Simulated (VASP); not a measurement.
Input of a VASP 6.6.1 run:

Contents of INCAR:

```
PREC = Accurate
ENCUT = 520
EDIFF = 1E-7
ISMEAR = -1
SIGMA = 0.1
LREAL = False
LASPH = True
NELM = 150
ALGO = Normal
ISIF = 2
LWAVE = False
LCHARG = False
ISPIN = 2
MAGMOM = 0.57
LORBIT = 11
NUPDOWN = 0.57
LMAXMIX = 4
GGA = PE
NBANDS = 14
```

KPOINTS

```
regular mesh
0
Gamma
  12 12 12
```

File POSCAR:

```
Fe
1.0
    0.0000000000      1.8260000000      1.8260000000
    1.8260000000      0.0000000000      1.8260000000
    1.8260000000      1.8260000000      0.0000000000
Fe
1
Direct
    0.0000000000      0.0000000000      0.0000000000
```

Potentials or basis: VASP PAW PBE potentials, release 64 (Fe).

Run with:

```console
$ cat potpaw_PBE.64/Fe/POTCAR > POTCAR
$ mpirun -np 1 vasp_std > vasp.out
```

(1) Predict the pressure.

Answers

(1) -29.8 GPa.

Caveat: the total moment is fixed, so each spin has its own Fermi level.
